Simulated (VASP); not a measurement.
Wanted: the native input for a VASP 6.6.1 run.

* Task: single point
* Functional: PBEsol
* Potentials or basis: VASP PAW PBE potentials, release 64 (Al, Ni)
* Cutoff: 520 eV
* k mesh: 12 × 12 × 10
* Occupations: gaussian, width 0.15 eV
* Spin: no spin polarisation
* Dipole correction: no
* Further INCAR settings: ALGO = Fast; EDIFF = 1e-07; NBANDS = 32

The structure of AlNi2 lies in POSCAR:

```
AlNi2
1.0
    3.9748989536      0.0000000000      0.0000000000
   -1.9874494768      3.4423634713      0.0000000000
    0.0000000000      0.0000000000      4.9060444288
Al Ni
2 4
Direct
    0.3333333333      0.6666666667      0.2217562563
    0.6666666667      0.3333333333      0.7782437437
    0.3333333333      0.6666666667      0.7283033057
    0.6666666667      0.3333333333      0.2716966943
    0.0000000000      0.0000000000      0.5000000000
    0.0000000000      0.0000000000      0.0000000000
```

This cell differs from its parent crystal: mode 4 (128.2 1/cm) frozen in, largest displacement -0.200 Å.

The input as run:

INCAR

```
PREC = Accurate ; ENCUT = 520
EDIFF = 1E-7 ; ISMEAR = 0
SIGMA = 0.15 ; LREAL = F
LASPH = T ; NELM = 100
ALGO = Fast ; ISIF = 2
LWAVE = F ; LCHARG = F
GGA = PS ; NBANDS = 32
```

KPOINTS

```
Automatic mesh
0
Gamma
  12 12 10
```

Potentials or basis: VASP PAW PBE potentials, release 64 (Al, Ni).

Command:

```sh
$ cat potpaw_PBE.64/Al/POTCAR potpaw_PBE.64/Ni/POTCAR > POTCAR
$ mpirun -np 1 vasp_std > vasp.out
```

Results of the run:

```json
{"Pressure": "1.3 GPa", "Largest force": "0.445 eV/Å", "Band gap on the k mesh": "zero (band 23 reaches 14.14 eV, above the bottom of band 24 at 9.35 eV)"}
```

Caveat: the cell differs from its parent crystal (mode 4 (128.2 1/cm) frozen in, largest displacement -0.200 Å); the PAW data sets were made with another functional, which shifts forces and pressure a little.

It took 6.1 min on 1 thread of Intel(R) Xeon(R) Platinum 8488C (Sapphire Rapids), with other jobs on the host, peak memory 0.38 GiB.
